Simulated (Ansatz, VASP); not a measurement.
**Ag: VASP beside Ansatz**

Contents of INCAR:

```
SYSTEM = Ag
  PREC = Accurate
  ENCUT = 520
  EDIFF = 1E-6
  ISMEAR = 0
  SIGMA = 0.15
  LREAL = .FALSE.
  LASPH = .TRUE.
  NELM = 60
  ALGO = Fast
  ISIF = 2
  LWAVE = .FALSE.
  LCHARG = .FALSE.
  GGA = CA
  NBANDS = 18
```

The input KPOINTS:

```
regular mesh
0
G
  21 21 12
  0 0 0
```

File POSCAR:

```
Ag
1.0
    2.8827317815      0.0000000000      0.0000000000
   -1.4413658908      2.4965189551      0.0000000000
    0.0000000000      0.0000000000      4.9483648444
Ag
2
Direct
    0.3333333333      0.6666666667      0.2500000000
    0.6666666667      0.3333333333      0.7500000000
```

Input for Ansatz:

```yaml
crystal:
  lattice:
    - [2.8827317815, 0.0, 0.0]
    - [-1.4413658908, 2.4965189551, 0.0]
    - [0.0, 0.0, 4.9483648444]
  atoms:
    - { symbol: Ag, position: [0.3333333333, 0.6666666667, 0.25] }
    - { symbol: Ag, position: [0.6666666667, 0.3333333333, 0.75] }
basis:
  ecutwfc: 420
kpoints:
  mp_grid: { grid: [21, 21, 12] }
hamiltonian:
  xc: lda
scf:
  occupations: { method: gaussian, width: 0.15 }
output:
  forces: true
  stress: true
  eigenvalues: true
```

Alike in both runs: task single point; functional LDA; k mesh 21 × 21 × 12; occupations gaussian, width 0.15 eV; no spin polarisation.

|  | VASP | Ansatz |
| --- | --- | --- |
| version | VASP 6.6.1 | Ansatz 0.2.0 |
| potentials or method | VASP PAW LDA potentials, release 64 (Ag), cutoff 520 eV | scalar-relativistic, plane waves, PAW |
| valence electrons in the cell | 22 | 38 |

|  | VASP | Ansatz | Ansatz less VASP |
| --- | --- | --- | --- |
| gap on the k mesh at the Fermi level (eV) | none | none | - |
| pressure (GPa) | -10.4 | -10.6 | -0.14 |
| traceless stress, the component that is largest in VASP (GPa) | -1.77 | -1.74 | +0.029 |

LDA's correlation is that of Perdew and Zunger in VASP and of Perdew and Wang (1992) in Ansatz. A gap of «none» marks a metal or a gap that the smearing closes. VASP's potentials hold 22 valence electrons a cell and Ansatz's 38, so a difference there can come from the potentials and not from the codes.
